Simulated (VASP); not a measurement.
Crystal: MgO.

```xyz
2
Lattice="0.0965 2.0904 2.0904 2.0904 0.0965 2.0904 2.0904 2.0904 0.0965" Properties=species:S:1:pos:R:3 pbc="T T T"
Mg    0.0000    0.0000    0.0000
O     2.1386    2.1386    2.1386
```

This cell differs from its parent crystal: epitaxial 111 strain -5.2%.

Base run:

```yaml
Program: VASP 6.6.1
Functional: r2SCAN
Potentials_or_basis: VASP PAW PBE potentials, release 64 (Mg, O)
Cutoff: 520 eV
k_mesh: 10 × 10 × 10
Occupations: gaussian, width 0.01 eV
Spin: no spin polarisation
```

Its results: band gap on the k mesh 6.28 eV, direct; pressure 16.6 GPa.

The run is repeated on the same cell with these changes: functional from r2SCAN to PBE; occupations from gaussian, width 0.01 eV to fermi-dirac, width 0.02 eV. What comes out?

Band gap on the k mesh 5.38 eV, direct; pressure 23.1 GPa.

Caveats: the PAW data sets were made with another functional, which shifts forces and pressure a little (some runs).

